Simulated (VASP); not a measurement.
# ZnO (wurtzite type) (P6_3mc) in VASP: notebook

Runs on ZnO (wurtzite type). Level: PBE. Tasks: single point, relaxation of cell and atoms.

All numbers are computed with VASP 6.6.1; they aren't measurements. Logs are shortened: lines on timing, memory, paths and dates and some standing lists are left out, and cuts for length are marked.

## Step 1: The cell of the first run

The structure is hexagonal, space group P6_3mc (No. 186). The conventional cell has a = 3.279 Å, b = 3.279 Å, c = 5.294 Å, α = 90.00°, β = 90.00°, γ = 120.00°. Zn (site symmetry 3m) has 4 O at 2.00 to 2.01 Å within 2.6 Å. O (site symmetry 3m) has 4 Zn at 2.00 to 2.01 Å within 2.6 Å.

## Step 2: Single point, PBE

The input, INCAR:

```
  PREC = Accurate
  ENCUT = 520
  EDIFF = 1E-6
  ISMEAR = -1
  SIGMA = 0.08
  LREAL = F
  LASPH = T
  NELM = 60
  ALGO = Normal
  ISIF = 2
  LWAVE = F
  LCHARG = F
  GGA = PE
  NBANDS = 26
```

The input, KPOINTS:

```
regular mesh
0
Gamma
  12 12 7
```

The input, POSCAR:

```
ZnO
1.0
    3.2793069410      0.0000000000      0.0000000000
   -1.6396534705      2.8399631177      0.0000000000
    0.0000000000      0.0000000000      5.2940625671
Zn O
2 2
Direct
    0.3333333333      0.6666666667     -0.0015211032
    0.6666666667      0.3333333333      0.4984788968
    0.3333333333      0.6666666667      0.3775211032
    0.6666666667      0.3333333333      0.8775211032
```

Potentials or basis: VASP PAW PBE potentials, release 64 (Zn, O).

Run with:

```console
$ cat potpaw_PBE.64/Zn/POTCAR potpaw_PBE.64/O/POTCAR > POTCAR
$ mpirun -np 1 vasp_std > vasp.out
```

OUTCAR:

```text
PREC = Accurate
   ENCUT = 520
   EDIFF = 1E-6
   ISMEAR = -1
   LREAL = F
   LASPH = T
   NELM = 60
   ISIF = 2
   GGA = PE

 ion  position               nearest neighbor table
   1  0.333  0.667  0.998-   4 2.00   4 2.00   4 2.00   3 2.01
   2  0.667  0.333  0.498-   3 2.00   3 2.00   3 2.00   4 2.01
   3  0.333  0.667  0.378-   2 2.00   2 2.00   2 2.00   1 2.01
   4  0.667  0.333  0.878-   1 2.00   1 2.00   1 2.00   2 2.01

  LATTYP: Found a hexagonal cell.
 ALAT       =     3.2793069410
 C/A-ratio  =     1.6143845826

  Lattice vectors:

 A1 = (   3.2793069410,   0.0000000000,   0.0000000000)
 A2 = (  -1.6396534705,   2.8399631177,   0.0000000000)
 A3 = (   0.0000000000,   0.0000000000,   5.2940625671)

Analysis of symmetry for initial positions (statically):
=====================================================================
 Subroutine PRICEL returns:
 Original cell was already a primitive cell.

 Routine SETGRP: Setting up the symmetry group for a
 hexagonal supercell.

 Subroutine GETGRP returns: Found 12 space group operations
 (whereof  6 operations were pure point group operations)
 out of a pool of 24 trial point group operations.

The static configuration has the point symmetry C_3v.
 The point group associated with its full space group is C_6v.

Analysis of symmetry for dynamics (positions and initial velocities):
=====================================================================
 Subroutine PRICEL returns:
 Original cell was already a primitive cell.

 Routine SETGRP: Setting up the symmetry group for a
 hexagonal supercell.

 Subroutine GETGRP returns: Found 12 space group operations
 (whereof  6 operations were pure point group operations)
 out of a pool of 24 trial point group operations.

The dynamic configuration has the point symmetry C_3v.
 The point group associated with its full space group is C_6v.

 Subroutine INISYM returns: Found 12 space group operations
 (whereof  6 operations are pure point group operations),
 and found     1 'primitive' translations

----------------------------------------------------------------------------------------

                                     Primitive cell

  volume of cell :      49.3042

  direct lattice vectors                    reciprocal lattice vectors
     3.279306941  0.000000000  0.000000000     0.304942483  0.176058624  0.000000000
    -1.639653471  2.839963118  0.000000000     0.000000000  0.352117249  0.000000000
     0.000000000  0.000000000  5.294062567     0.000000000  0.000000000  0.188890854

  length of vectors
     3.279306941  3.279306941  5.294062567     0.352117249  0.352117249  0.188890854

  position of ions in fractional coordinates (direct lattice)
     0.333333333  0.666666667  0.998478897
     0.666666667  0.333333333  0.498478897
     0.333333333  0.666666667  0.377521103
     0.666666667  0.333333333  0.877521103

  ion indices of the primitive-cell ions
   primitive index   ion index
                 1           1
                 2           2
                 3           3
                 4           4

----------------------------------------------------------------------------------------

 KPOINTS: regular mesh

Automatic generation of k-mesh.
 Grid dimensions read from file:
 generate k-points for:   12   12    7

 Generating k-lattice:

  Cartesian coordinates                     Fractional coordinates (reciprocal lattice)
     0.025411874  0.014671552  0.000000000     0.083333333 -0.000000000  0.000000000
     0.000000000  0.029343104  0.000000000     0.000000000  0.083333333  0.000000000
     0.000000000  0.000000000  0.026984408     0.000000000  0.000000000  0.142857143

  Length of vectors
     0.029343104  0.029343104  0.026984408

  Shift w.r.t. Gamma in fractional coordinates (k-lattice)
     0.000000000  0.000000000  0.000000000

 Subroutine IBZKPT returns following result:
 ===========================================

 Found     76 irreducible k-points:

 Following reciprocal coordinates:
            Coordinates               Weight
  0.000000  0.000000  0.000000      1.000000
  0.083333  0.000000  0.000000      6.000000
  0.166667  0.000000  0.000000      6.000000
  0.250000  0.000000  0.000000      6.000000
  0.333333  0.000000  0.000000      6.000000
  0.416667  0.000000  0.000000      6.000000
[... 16 lines left out ...]
  0.250000  0.000000  0.142857     12.000000
  0.333333  0.000000  0.142857     12.000000
 [... further k-points ...]
   k-points           NKPTS =     76   k-points in BZ     NKDIM =     76   number of bands    NBANDS=     26
   number of dos      NEDOS =    301   number of ions     NIONS =      4
   total plane-waves  NPLWV =  23040
   dimension x,y,z NGX =    24 NGY =   24 NGZ =   40
   dimension x,y,z NGXF=    48 NGYF=   48 NGZF=   80
   ions per type =               2   2
   NGX,Y,Z   is equivalent  to a cutoff of  12.17, 12.17, 12.56 a.u.
   NGXF,Y,Z  is equivalent  to a cutoff of  24.33, 24.33, 25.12 a.u.
 SYSTEM =  unknown system
   PREC   = accura    normal or accurate (medium, high low for compatibility)
   ISTART =      0    job   : 0-new  1-cont  2-samecut
   ICHARG =      2    charge: 1-file 2-atom 10-const
   ISPIN  =      1    spin polarized calculation?
   LNONCOLLINEAR =      F non collinear calculations
   LSORBIT =      F    spin-orbit coupling
   LASPH  =      T    aspherical Exc in radial PAW
   ENCUT  =  520.0 eV  38.22 Ry    6.18 a.u.   6.10  6.10  9.84*2*pi/ulx,y,z
   NELM   =     60;   NELMIN=  2; NELMDL= -5     # of ELM steps
   EDIFF  = 0.1E-05   stopping-criterion for ELM
   LREAL  =      F    real-space projection
   EDIFFG = 0.1E-04   stopping-criterion for IOM
   NSW    =      0    number of steps for IOM
   IBRION =     -1    ionic relax: 0-MD 1-quasi-New 2-CG
   NFREE  =      0    steps in history (QN), initial steepest desc. (CG)
   ISIF   =      2    stress and relaxation
   ISYM   =      2    0-nonsym 1-usesym 2-fastsym
   POTIM  = 0.5000    time-step for ionic-motion
   TEBEG  =    0.0;   TEEND  =   0.0 temperature during run
   PSTRESS=    0.0 pullay stress
   NELECT =      36.0000    total number of electrons
   NUPDOWN=      -1.0000    fix difference up-down
   EMIN   =  10.00;   EMAX   =-10.00  energy-range for DOS
   EFERMI =   0.00;   METHOD = LEGACY
   ISMEAR =    -1;   SIGMA  =   0.08  broadening in eV -4-tet -1-fermi 0-gaus
   EFERMI_NEDOS =   21; number of points for ismear=-14 and -15
   IALGO  =     38    algorithm
   IMIX   =      4    mixing-type and parameters
     AMIX     =   0.40;   BMIX     =  1.00
     AMIX_MAG =   1.60;   BMIX_MAG =  1.00
  volume/ion in A,a.u.               =      12.33        83.18
  Fermi-wavevector in a.u.,A,eV,Ry     =   1.474171  2.785778 29.567891  2.173179
  Thomas-Fermi vector in A             =   2.588974
   LORBIT       =      0    0 simple, 1 ext, 2 COOP (PROOUT), +10 PAW based schemes
   GGA     = PE    functional components
   LHFCALC =     F    Hartree Fock is set to
   AEXX    =    0.0000 exact exchange contribution
   IVDW    =     0    specifies the selected vdW correction
   LEPSILON=     F    determine dielectric tensor
   LRPA    =     F    only Hartree local field effects (RPA)
 non-spin polarized calculation
  energy-cutoff  :      520.00
  volume of cell :       49.30
 maximum number of plane-waves:      1350
   NGX = 13   NGY = 13   NGZ = 19

 number of electron      36.0000037 magnetization

 Free energy of the ion-electron system (eV)
  ---------------------------------------------------
  ext. energy  EPLUGINS =         0.00000000
  ---------------------------------------------------
  free energy    TOTEN  =       -17.86106376 eV

  energy without entropy =      -17.86096129  energy(sigma->0) =      -17.86101253

 E-fermi :   1.3869     XC(G=0): -10.7254

 val. band max:        0.8948203669   @ k =   0.0000   0.0000   0.0000
 cond. band min:       1.6224244640   @ k =   0.0000   0.0000   0.0000
 fundamental gap:      0.7276040971
 Fermi energy:         1.3869018089

 k-point     1 :       0.0000    0.0000    0.0000
  band No.  band energies     occupation
      1     -16.9233      2.00000
      2     -16.2562      2.00000
      3      -4.6421      2.00000
      4      -4.6421      2.00000
      5      -4.6031      2.00000
      6      -4.4885      2.00000
[... 18 lines left out ...]
     25      14.8277      0.00000
     26      14.8277      0.00000

 k-point     2 :       0.0833    0.0000    0.0000
  band No.  band energies     occupation
      1     -16.8875      2.00000
      2     -16.2402      2.00000
      3      -4.6824      2.00000
      4      -4.6209      2.00000
      5      -4.5787      2.00000
      6      -4.4700      2.00000
[... 18 lines left out ...]
     25      14.7523      0.00000
     26      14.9124      0.00000

 k-point     3 :       0.1667    0.0000    0.0000
  band No.  band energies     occupation
      1     -16.7866      2.00000
      2     -16.1975      2.00000
      3      -4.7738      2.00000
      4      -4.5652      2.00000
      5      -4.5420      2.00000
      6      -4.4593      2.00000
[... 18 lines left out ...]
     25      14.7241      0.00000
     26      14.9959      0.00000

 k-point     4 :       0.2500    0.0000    0.0000
  band No.  band energies     occupation
      1     -16.6405      2.00000
      2     -16.1434      2.00000
      3      -4.8650      2.00000
      4      -4.5503      2.00000
      5      -4.4972      2.00000
      6      -4.3736      2.00000
[... 18 lines left out ...]
     25      14.0576      0.00000
     26      14.8601      0.00000
[... 496 lines left out ...]
      1     -16.7583      2.00000
      2     -16.2275      2.00000
      3      -4.7946      2.00000
      4      -4.5906      2.00000
      5      -4.5583      2.00000
      6      -4.4955      2.00000
[... 18 lines left out ...]
     25      14.0842      0.00000
     26      14.8477      0.00000

 k-point    23 :       0.2500    0.0000    0.1429
  band No.  band energies     occupation
      1     -16.6161      2.00000
      2     -16.1680      2.00000
      3      -4.8856      2.00000
      4      -4.6111      2.00000
      5      -4.4871      2.00000
      6      -4.3920      2.00000
[... 18 lines left out ...]
     25      14.0590      0.00000
     26      14.7675      0.00000

 k-point    24 :       0.3333    0.0000    0.1429
  band No.  band energies     occupation
      1     -16.4607      2.00000
      2     -16.1169      2.00000
      3      -4.9256      2.00000
      4      -4.6382      2.00000
      5      -4.4276      2.00000
      6      -4.2595      2.00000
[... 18 lines left out ...]
     25      14.1211      0.00000
     26      14.6996      0.00000

 [... further k-points ...]

------------------------ aborting loop because EDIFF is reached ----------------------------------------

  FORCE on cell =-STRESS in cart. coord.  units (eV):
  Direction    XX          YY          ZZ          XY          YZ          ZX
  --------------------------------------------------------------------------------------
  -------------------------------------------------------------------------------------
  Total        0.2773370      0.2773370      0.2721577      0.0000000      0.0000000      0.0000000
  in kB        9.0122786      9.0122786      8.8439732      0.0000000      0.0000000      0.0000000
  external PRESSURE =       8.9561768 kB  Pullay stress =       0.0000000 kB

 VOLUME and BASIS-vectors are now :
 -----------------------------------------------------------------------------
  energy-cutoff  :      520.00
  volume of cell :       49.30
      direct lattice vectors                 reciprocal lattice vectors
     3.279306941  0.000000000  0.000000000     0.304942483  0.176058624  0.000000000
    -1.639653471  2.839963118  0.000000000     0.000000000  0.352117249  0.000000000
     0.000000000  0.000000000  5.294062567     0.000000000  0.000000000  0.188890854

 POSITION                                       TOTAL-FORCE (eV/Angst)
 -----------------------------------------------------------------------------------
     -0.00000      1.89331      5.28601         0.000000      0.000000      0.001377
      1.63965      0.94665      2.63898        -0.000000     -0.000000      0.001377
     -0.00000      1.89331      1.99862         0.000000      0.000000     -0.001377
      1.63965      0.94665      4.64565        -0.000000      0.000000     -0.001377
 -----------------------------------------------------------------------------------
    total drift:                               -0.000001     -0.000001      0.000438

  FREE ENERGIE OF THE ION-ELECTRON SYSTEM (eV)
  ---------------------------------------------------
  free  energy   TOTEN  =       -17.8610637640 eV

  energy  without entropy=      -17.8609612891  energy(sigma->0) =      -17.86101253
```

Run time: 74 s. Hardware: 1 thread of Intel Xeon Platinum 8488C (Sapphire Rapids), shared host; peak memory 0.21 GiB.

What came out:

```yaml
Free_energy: -17.8611 eV
Pressure: 0.9 GPa
Band_gap_on_the_k_mesh: 0.73 eV
```

Levels at points of the mesh, in eV from the valence-band top:
| k point | band 16 | band 17 | band 18 | band 19 | band 20 | band 21 |
| --- | --- | --- | --- | --- | --- | --- |
| (0.00, 0.00, 0.00) | -0.08 | 0.00 | 0.00 | 0.73 | 5.09 | 8.07 |
| (0.50, 0.00, 0.00) | -2.14 | -1.23 | -0.79 | 5.62 | 6.82 | 7.52 |

## Step 3: Relaxation of cell and atoms, PBE, target pressure 0.0089 GPa, at which the enthalpy is minimised

This run uses another cell than the first one, of 12.53 Å³/atom.

The input, INCAR:

```
PREC = Accurate
ENCUT = 600
EDIFF = 1E-6
ISMEAR = -1
SIGMA = 0.08
LREAL = F
LASPH = T
NELM = 80
ALGO = Normal
ISIF = 3
LWAVE = F
LCHARG = F
GGA = PE
IBRION = 2
NSW = 60
EDIFFG = -0.005
PSTRESS = 0.089
```

KPOINTS is that of step 2.

The input, POSCAR:

```
ZnO
1.0
    3.2870750919      0.0000000000      0.0000000000
   -1.6435375460      2.8466905338      0.0000000000
    0.0000000000      0.0000000000      5.3579323998
Zn O
2 2
Direct
    0.3333333333      0.6666666667      0.0000000000
    0.6666666667      0.3333333333      0.5000000000
    0.3333333333      0.6666666667      0.3760000000
    0.6666666667      0.3333333333      0.8760000000
```

Potentials or basis: VASP PAW PBE potentials, release 64 (Zn, O).

Run with:

```console
$ cat potpaw_PBE.64/Zn/POTCAR potpaw_PBE.64/O/POTCAR > POTCAR
$ mpirun -np 1 vasp_std > vasp.out
```

Wall time 7.3 min (1 thread of Intel Xeon Platinum 8488C (Sapphire Rapids), shared host); peak memory 0.25 GiB.

The run converged. Its results:

- Free energy: -17.8670 eV
- Relaxed volume: 12.39 Å³/atom
- Relaxed cell: a = 3.286 Å, b = 3.286 Å, c = 5.303 Å, α = 90.00°, β = 90.00°, γ = 120.00°
- Space group after relaxing (to 0.1 Å): P6_3mc (No. 186)
- Energy change on relaxing (the run minimises the enthalpy): -0.9 meV/atom
- Ionic steps: 10
- Pressure after relaxing: 0.0 GPa
- Band gap on the k mesh: 0.72 eV

Step by step:
```
step  energy change (eV)  largest force (eV/Å)  pressure (GPa)  volume (Å³)
   1              0.0000                0.0228           -1.42        50.14
   2             -0.0026                0.0311            0.59        49.33
   3             -0.0029                0.0287            0.10        49.53
   4             -0.0032                0.0265            0.01        49.54
   5             -0.0037                0.0194           -0.01        49.57
   6             -0.0037                0.0184            0.03        49.57
   7             -0.0037                0.0132           -0.05        49.60
   8             -0.0037                0.0011           -0.06        49.59
   9             -0.0037                0.0040            0.06        49.53
  10             -0.0037                0.0005            0.04        49.57
```

Final structure:
```
Zn O
1.0
     3.28553    0.00000    0.00000
    -1.64277    2.84536    0.00000
     0.00000    0.00000    5.30272
Zn O
2 2
Direct
  0.33333 0.66667 0.99846
  0.66667 0.33333 0.49846
  0.33333 0.66667 0.37754
  0.66667 0.33333 0.87754
```

Levels at points of the mesh, in eV from the valence-band top:
```
           k point  band 16  band 17  band 18  band 19  band 20  band 21
(0.00, 0.00, 0.00)    -0.08     0.00     0.00     0.72     5.07     8.05
(0.50, 0.00, 0.00)    -2.13    -1.22    -0.79     5.60     6.81     7.52
```

Caveat: the cell is relaxed towards a set pressure, so the run minimises the enthalpy, not the energy.
